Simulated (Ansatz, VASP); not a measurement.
**Two plane-wave programs on Rh**

```
Rh
1.0
     0.00000    1.84450    1.90155
     1.84450    0.00000    1.90155
     1.84450    1.84450    0.00000
Rh
1
Direct
  0.00000 0.00000 0.00000
```

Change from the starting cell: equal xx and yy strain of -3 %, PAW files.

Alike in both runs: task electric field gradients; functional PBEsol; k mesh 16 × 16 × 16; occupations fermi-dirac, width 0.08 eV; no spin polarisation.

|  | VASP | Ansatz |
| --- | --- | --- |
| version | VASP 6.6.1 | Ansatz 0.2.0 |
| potentials or method | VASP PAW PBE potentials, release 64 (Rh_pv) | PAW with Ansatz's default frozen-core files, scalar-relativistic |
| plane-wave cutoff (eV) | 520 | 420 |
| valence electrons in the cell | 15 | 17 |

Ansatz gave:

* pressure (GPa): 14.5
* traceless stress, the component that is largest in VASP (GPa): -6.00
* size of Vzz on the site where it differs most (V/Å²): 2.7

Problem. Estimate VASP's values.

Solution. Pressure (GPa): 14.4; traceless stress, the component that is largest in VASP (GPa): -5.99; size of Vzz on the site where it differs most (V/Å²): 2.4.

VASP's potentials were made for PBE, not for PBEsol. VASP's potentials hold 15 valence electrons a cell and Ansatz's 17, so a difference there can come from the potentials and not from the codes.
